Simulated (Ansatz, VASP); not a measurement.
## One calculation of Mg, two programs

INCAR

```
PREC     = Accurate       # precision mode
ENCUT    = 520            # plane-wave cutoff, eV
EDIFF    = 1E-6           # SCF threshold, eV
ISMEAR   = 1              # smearing method
SIGMA    = 0.1            # smearing width, eV
LREAL    = F              # projectors in reciprocal space
LASPH    = T              # aspherical terms in the spheres
NELM     = 120            # most SCF steps
ALGO     = Normal         # electronic algorithm
ISIF     = 2              # what is computed and relaxed
LWAVE    = F              # write WAVECAR
LCHARG   = F              # write CHGCAR
LDIPOL   = T            
IDIPOL   = 3            
DIPOL    = 0.5 0.5 0.377
GGA      = PS             # functional
IVDW     = 13             # dispersion correction
NBANDS   = 10             # bands
GGA_COMPAT= F            
NELMDL   = -8
```

File KPOINTS:

```
Automatic mesh
0
Gamma
  12 12 1
```

The input POSCAR:

```
Mg
1.0
    3.1656574208      0.0000000000      0.0000000000
   -1.5828287104      2.7415397461      0.0000000000
    0.0000000000      0.0000000000     25.1567271206
Mg
3
Direct
    0.6666666667      0.3333333333      0.2782555921
    0.3333333333      0.6666666667      0.3779650378
    0.6666666667      0.3333333333      0.4760579354
```

Input for Ansatz:

```yaml
crystal:
  lattice:
    - [3.1656574208, 0.0, 0.0]
    - [-1.5828287104, 2.7415397461, 0.0]
    - [0.0, 0.0, 25.1567271206]
  atoms:
    - { symbol: Mg, position: [0.6666666667, 0.3333333333, 0.2782555921] }
    - { symbol: Mg, position: [0.3333333333, 0.6666666667, 0.3779650378] }
    - { symbol: Mg, position: [0.6666666667, 0.3333333333, 0.4760579354] }
basis:
  ecutwfc: 420
kpoints:
  mp_grid: { grid: [12, 12, 1] }
hamiltonian:
  xc: pbesol
  dispersion: d4
  pseudopotentials: { kind: paw, azcp: { folder: soft_1 } }
scf:
  occupations: { method: methfessel_paxton, width: 0.1 }
  n_extra_bands: 8
  max_iter: 160
output:
  forces: true
  eigenvalues: true
  write_density: true
  write_potential: true
  elf: true
  volumetric_format: npy
efield:
  axis: 3
  dipole_correction: true
```

Alike in both runs: task single point; functional PBEsol; dispersion D4; k mesh 12 × 12 × 1; occupations methfessel-paxton of order 1, width 0.1 eV; no spin polarisation.

|  | VASP | Ansatz |
| --- | --- | --- |
| version | VASP 6.6.1 | Ansatz 0.2.0 |
| potentials or method | VASP PAW PBE potentials, release 64 (Mg), cutoff 520 eV | scalar-relativistic, plane waves, PAW |
| valence electrons in the cell | 6 | 30 |

Ansatz gave:

- gap on the k mesh at the Fermi level (eV): none
- rms of the force components (eV/Å): 0.077

Task: Estimate VASP's values.

Result: gap on the k mesh at the Fermi level (eV): none; rms of the force components (eV/Å): 0.076.

VASP's potentials were made for PBE, not for PBEsol, and Ansatz warns of the same on its side. Atom by atom the forces differ by 0.001 eV/Å (rms over components). A gap of «none» marks a metal or a gap that the smearing closes. VASP's potentials hold 6 valence electrons a cell and Ansatz's 30, so a difference there can come from the potentials and not from the codes.
